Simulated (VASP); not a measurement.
Crystal: Ta5Ru.

```
Ta Ru
1.0
     2.86368    0.00000    0.00000
    -1.43184    2.48002    0.00000
     0.00000    0.00000   13.68132
Ta Ru
5 1
Direct
  0.33333 0.66667 0.00000
  0.33333 0.66667 0.33333
  0.33333 0.66667 0.66667
  0.66667 0.33333 0.16667
  0.66667 0.33333 0.83333
  0.66667 0.33333 0.50000
```

```yaml
Program: VASP 6.6.1
Task: relaxation of cell and atoms
Functional: PBE
Potentials_or_basis: VASP PAW PBE potentials, release 64 (Ta_pv, Ru_pv)
Cutoff: 600 eV
k_mesh: 6 × 6 × 2
Occupations: gaussian, width 0.1 eV
Spin: no spin polarisation
```

At the start: pressure 23.6 GPa; volume 16.19 Å³/atom.

Task: Where does the relaxation end?

Result: Over 15 steps the energy falls by 204.1 meV/atom and the volume is 17.81 Å³/atom (+10.0 %); space group P-6m2 (No. 187, to 0.1 Å) before and after.

Step by step:
```csv
step,energy change (eV),largest force (eV/Å),pressure (GPa),volume (Å³)
1,0.0000,2.5258,23.64,97.16
2,2.0089,0.6261,-28.57,134.74
3,-0.8737,1.3377,-3.43,108.90
4,-0.8791,1.3917,-1.91,108.03
5,-0.8791,1.4065,-1.50,107.81
6,-1.0592,0.7911,-0.13,106.74
7,-1.1521,0.7934,3.37,105.05
8,-1.1691,0.4327,-3.23,108.81
9,-1.1886,0.5670,-0.57,107.18
10,-1.2163,0.2589,0.02,106.79
11,-1.2225,0.0563,0.51,106.51
12,-1.2229,0.0906,-0.75,107.22
13,-1.2235,0.0763,-0.19,106.91
14,-1.2244,0.0463,-0.08,106.88
15,-1.2246,0.0188,0.04,106.84
```

Final structure:
```
CELL_PARAMETERS angstrom
2.91006 0.00000 0.00000
-1.45503 2.52019 0.00000
0.00000 0.00000 14.56860
ATOMIC_POSITIONS crystal
Ta 0.33333 0.66667 0.00000
Ta 0.33333 0.66667 0.34936
Ta 0.33333 0.66667 0.65064
Ta 0.66667 0.33333 0.17488
Ta 0.66667 0.33333 0.82512
Ru 0.66667 0.33333 0.50000
```

Caveat: the k points lie up to 0.42 Å⁻¹ apart in the final cell, too coarse for converged energies and pressures of a metal.
